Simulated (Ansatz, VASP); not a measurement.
SnO2: VASP beside Ansatz

The input INCAR:

```
PREC = Accurate
ENCUT = 600
EDIFF = 1E-6
ISMEAR = 0
SIGMA = 0.02
LREAL = F
LASPH = T
NELM = 100
ALGO = Normal
ISIF = 3
LWAVE = F
LCHARG = F
GGA = PE
IBRION = 2
NSW = 100
EDIFFG = -0.01
```

Contents of KPOINTS:

```
regular mesh
0
Gamma
  6 6 8
```

Contents of POSCAR:

```
SnO2
1.0
    4.8254276730      0.0000000000      0.0000000000
    0.0000000000      4.8254276730      0.0000000000
    0.0000000000      0.0000000000      3.2372799986
Sn O
2 4
Direct
    0.0000000000      0.0000000000      0.0000000000
    0.5000000000      0.5000000000      0.5000000000
    0.3067491142      0.3067491142      0.0000000000
    0.1932508858      0.8067491142      0.5000000000
    0.6932508858      0.6932508858      0.0000000000
    0.8067491142      0.1932508858      0.5000000000
```

Input for Ansatz:

```yaml
crystal:
  lattice:
    - [4.8254276686, 0.0, 0.0]
    - [0.0, 4.8254276686, 0.0]
    - [0.0, 0.0, 3.2372800157]
  atoms:
    - { symbol: Sn, position: [0.0, 0.0, 0.0] }
    - { symbol: Sn, position: [0.5, 0.5, 0.5] }
    - { symbol: O, position: [0.306749114, 0.306749114, 0.0] }
    - { symbol: O, position: [0.193250886, 0.806749114, 0.5] }
    - { symbol: O, position: [0.693250886, 0.693250886, 0.0] }
    - { symbol: O, position: [0.806749114, 0.193250886, 0.5] }
basis:
  ecutwfc: 420
kpoints:
  mp_grid: { grid: [6, 6, 8] }
hamiltonian:
  xc: pbe
scf:
  occupations: { method: gaussian, width: 0.02 }
output:
  forces: true
  stress: true
  eigenvalues: true
relax:
  adjacent_minimum: "off"
  f_tol: 0.01
  max_steps: 80
  cell: { stress_tol: 0.05 }
```

Alike in both runs: task relaxation of cell and atoms; functional PBE; k mesh 6 × 6 × 8; occupations gaussian, width 0.02 eV; no spin polarisation.

|  | VASP | Ansatz |
| --- | --- | --- |
| version | VASP 6.6.1 | Ansatz 0.2.0 |
| potentials or method | VASP PAW PBE potentials, release 64 (Sn_d, O), cutoff 600 eV | scalar-relativistic, plane waves, PAW |
| valence electrons in the cell | 52 | 52 |

VASP gave:

| Quantity | Value |
| --- | --- |
| gap on the k mesh at the Fermi level, each at its own relaxed structure (eV) | 0.64 |
| relaxed volume (Å³/atom) | 12.61 |
| relaxed length of the cell vector where the two differ most in proportion (Å) | 3.242 |

Question: Estimate Ansatz's values.

Answer: gap on the k mesh at the Fermi level, each at its own relaxed structure (eV): 0.68; relaxed volume (Å³/atom): 12.58; relaxed length of the cell vector where the two differ most in proportion (Å): 3.238.
